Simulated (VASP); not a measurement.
Crystal: Fe.

```
Fe
1.0
     0.00000    2.51451    2.51451
     2.51451    0.00000    2.51451
     2.51451    2.51451    0.00000
Fe
2
Direct
  0.12500 0.12500 0.12500
  0.87500 0.87500 0.87500
```

| Quantity | Value |
| --- | --- |
| Program | VASP 6.6.1 |
| Task | relaxation of cell and atoms |
| Functional | LDA |
| Potentials or basis | VASP PAW LDA potentials, release 64 (Fe) |
| Cutoff | 600 eV |
| k mesh | 11 × 11 × 11 |
| Occupations | fermi-dirac, width 0.1 eV |
| Spin | no spin polarisation |

At the start: pressure -22.5 GPa; volume 15.90 Å³/atom.

Problem. How do energy, volume and symmetry change on relaxing?

Solution. Over 7 steps the energy falls by 215.1 meV/atom and the volume is 13.29 Å³/atom (-16.4 %); space group Fd-3m (No. 227, to 0.05 Å).

Step by step:
```tsv
step	energy change (eV)	largest force (eV/Å)	pressure (GPa)	volume (Å³)
1	0.0000	0.0000	-22.46	31.80
2	0.0207	0.0000	41.84	22.61
3	-0.4299	0.0000	-0.93	26.71
4	-0.4303	0.0000	-0.15	26.60
5	-0.4302	0.0000	0.53	26.50
6	-0.4302	0.0000	-0.55	26.65
7	-0.4303	0.0000	0.02	26.57
```

Final structure:
```xyz
2
Lattice="0.0000 2.3684 2.3684 2.3684 0.0000 2.3684 2.3684 2.3684 0.0000" Properties=species:S:1:pos:R:3 pbc="T T T"
Fe    0.5921    0.5921    0.5921
Fe    4.1448    4.1448    4.1448
```

Caveat: the volume moved by over 15 % at a fixed basis, so the end points are rough; the run has no spin polarisation, though such a crystal can be magnetic.
